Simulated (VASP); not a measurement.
Set up this calculation in VASP 6.6.1, as the native input.

| Property | Result |
| --- | --- |
| Task | single point |
| Functional | r2SCAN |
| Potentials or basis | VASP PAW PBE potentials, release 64 (Al, N) |
| Cutoff | 520 eV |
| k mesh | 12 × 12 × 6 |
| Occupations | gaussian, width 0.02 eV |
| Spin | no spin polarisation |
| Dipole correction | no |
| Further INCAR settings | ALGO = Normal; EDIFF = 1e-06; NBANDS = 16 |

Crystal: AlN.

```
CELL_PARAMETERS angstrom
3.24650 0.00000 0.00000
-1.62325 2.81155 0.00000
0.00000 0.00000 4.83550
ATOMIC_POSITIONS crystal
Al 0.66667 0.33333 0.49270
Al 0.33333 0.66667 0.99270
N 0.66667 0.33333 0.88730
N 0.33333 0.66667 0.38730
```

This cell differs from its parent crystal: biaxial strain in the a-b plane: +4.5 %, then relaxed in part.

These files were run (other wordings do the same):

POSCAR

```
AlN
1.0
    3.2464984212      0.0000000000      0.0000000000
   -1.6232492106      2.8115501061      0.0000000000
    0.0000000000      0.0000000000      4.8354964332
Al N
2 2
Direct
    0.6666666667      0.3333333333      0.4926978194
    0.3333333333      0.6666666667      0.9926978194
    0.6666666667      0.3333333333      0.8873021806
    0.3333333333      0.6666666667      0.3873021806
```

INCAR.step1

```
  ALGO = Normal
  EDIFF = 1E-4
  ENCUT = 520
  GGA = PE
  ISMEAR = 0
  LASPH = True
  LCHARG = False
  LREAL = False
  LWAVE = True
  NBANDS = 16
  NELM = 60
  PREC = Accurate
  SIGMA = 0.02
```

INCAR.step2

```
  ALGO = Normal
  EDIFF = 1E-6
  ENCUT = 520
  ISIF = 2
  ISMEAR = 0
  ISTART = 1
  LASPH = True
  LCHARG = True
  LELF = True
  LMIXTAU = True
  LREAL = False
  LVHAR = True
  LWAVE = False
  METAGGA = R2SCAN
  NBANDS = 16
  NELM = 60
  PREC = Accurate
  SIGMA = 0.02
```

KPOINTS

```
k-points
0
Gamma
  12 12 6
```

Potentials or basis: VASP PAW PBE potentials, release 64 (Al, N).

Run with:

```console
$ cat potpaw_PBE.64/Al/POTCAR potpaw_PBE.64/N/POTCAR > POTCAR
$ cp INCAR.step1 INCAR
$ mpirun -np 1 vasp_std > vasp.out
$ cp INCAR.step2 INCAR
$ mpirun -np 1 vasp_std > vasp.out
```

Results of the run:

| Item | Value |
| --- | --- |
| Pressure | -12.5 GPa |
| Band gap on the k mesh | 3.98 eV, direct |

Caveat: the cell differs from its parent crystal (biaxial strain in the a-b plane: +4.5 %, then relaxed in part); the PAW data sets were made with another functional, which shifts forces and pressure a little.

Run time: 56 s on 1 thread of Intel(R) Xeon(R) 6975P-C (Granite Rapids), with other jobs on the host, peak memory 0.18 GiB.
